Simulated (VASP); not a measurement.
## Mg3TiO4: single point with PBE

Mg3TiO4:

```xyz
8
Lattice="4.3137 0.0000 0.0000 0.0000 4.3137 0.0000 0.0000 0.0000 4.3137" Properties=species:S:1:pos:R:3 pbc="T T T"
Mg    0.0000    2.1568    2.1568
Mg    2.1568    0.0000    2.1568
Mg    2.1568    2.1568    0.0000
Ti    0.0000    0.0000    0.0000
O     2.1568    0.0000    0.0000
O     0.0000    0.0000    2.1568
O     0.0000    2.1568    0.0000
O     2.1568    2.1568    2.1568
```

```yaml
Program: VASP 6.6.1
Task: single point
Functional: PBE
Potentials_or_basis: VASP PAW PBE potentials, release 64 (Mg, Ti_sv, O)
Cutoff: 600 eV
k_mesh: 6 × 6 × 6
Occupations: methfessel-paxton, width 0.15 eV
Spin: no spin polarisation
```

```
Pressure               : -3.4 GPa
Band gap on the k mesh : zero (bands 21 and 22 overlap by 2.03 eV)
```

Levels at points of the mesh, in eV from the Fermi level:
| k point | band 19 | band 20 | band 21 | band 22 | band 23 | band 24 |
| --- | --- | --- | --- | --- | --- | --- |
| (0.00, 0.00, 0.00) | -5.34 | -5.34 | -1.04 | -1.04 | -1.04 | -0.92 |
| (0.50, 0.00, 0.00) | -5.93 | -5.93 | -0.87 | 0.29 | 0.29 | 1.19 |
| (0.50, 0.50, 0.00) | -5.84 | -5.84 | 0.31 | 0.31 | 0.95 | 1.44 |
| (0.50, 0.50, 0.50) | -5.90 | -5.90 | 1.00 | 1.00 | 1.00 | 2.18 |

It took 67 s on 1 thread of AMD EPYC 7R43 64-Core Processor (Zen 3) (shared host), peak memory 0.19 GiB.

Caveat: the cell stands under tension; semilocal functionals often make such compounds metallic where correlation or magnetic order opens a gap, which also shifts bond lengths.
